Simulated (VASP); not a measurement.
BiN, 4 atoms in the cell. It takes space group P4/nmm (No. 129, tetragonal). Conventional cell: a = 4.021 Å, b = 4.021 Å, c = 5.179 Å, α = 90.00°, β = 90.00°, γ = 90.00°. Within 3.0 Å of Bi (site symmetry 4mm) lie 4 N at 2.29 Å. Within 3.0 Å of N (site symmetry -4m2) lie 4 Bi at 2.29 Å and 4 N at 2.84 Å. 

| Property | Result |
| --- | --- |
| Program | VASP 6.6.1 |
| Task | relaxation of shape and atoms at fixed volume |
| Functional | PBE |
| Potentials or basis | VASP PAW PBE potentials, release 64 (Bi_d, N) |
| Cutoff | 600 eV |
| k mesh | 8 × 8 × 6 |
| Occupations | gaussian, width 0.05 eV |
| Spin | no spin polarisation |
| Dipole correction | no |
| Further INCAR settings | ALGO = Normal; EDIFF = 1e-07; IBRION = 2; EDIFFG = -0.01; NSW = 60; ISIF = 4 |

Potentials or basis: VASP PAW PBE potentials, release 64 (Bi_d, N).

Run with:

```sh
$ cat potpaw_PBE.64/Bi_d/POTCAR potpaw_PBE.64/N/POTCAR > POTCAR
$ mpirun -np 1 vasp_std > vasp.out
```

Hardware: 1 thread of Intel(R) Xeon(R) Platinum 8488C (Sapphire Rapids), with other jobs on the host.

Task: How long does it take, and how much memory?

Result: Wall time 3.5 min on 1 thread of Intel(R) Xeon(R) Platinum 8488C (Sapphire Rapids) (shared host), peak memory 0.28 GiB. Counts: scf iterations 48, k points 60, ion steps 5.
